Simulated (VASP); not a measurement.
Here is a VASP 6.6.1 calculation.

Contents of INCAR:

```
PREC = Accurate ; ENCUT = 520
EDIFF = 1E-7 ; ISMEAR = 0
SIGMA = 0.1 ; LREAL = False
LASPH = True ; NELM = 60
ALGO = Normal ; ISIF = 2
LWAVE = False ; LCHARG = False
LDIPOL = True ; IDIPOL = 3
DIPOL = 0.5 0.5 0.357 ; GGA = PE
NBANDS = 27
```

KPOINTS

```
Automatic mesh
0
Gamma
  10 10 1
```

POSCAR

```
Ta3N
1.0
    2.8743098524      0.0000000000      0.0000000000
   -0.9581032841      2.7099253172      0.0000000000
    0.0000000000      0.0000000000     20.0266897040
Ta N
3 1
Direct
    0.5000000000      0.5000000000      0.1997334587
    0.0000000000      0.0000000000      0.3127671377
    0.5000000000      0.5000000000      0.4257663064
    0.6666666667      1.1666666667      0.4908563533
```

Potentials or basis: VASP PAW PBE potentials, release 64 (Ta_pv, N).

Command:

```bash
$ cat potpaw_PBE.64/Ta_pv/POTCAR potpaw_PBE.64/N/POTCAR > POTCAR
$ mpirun -np 1 vasp_std > vasp.out
```

(1) Estimate the band gap on the k mesh.

(2) Estimate the largest force.

Answers

(1) zero (band 19 reaches -1.33 eV, above the bottom of band 20 at -1.92 eV).

(2) 3.607 eV/Å.

Caveat: spin-orbit coupling is left out, which moves the levels of the heavy elements.
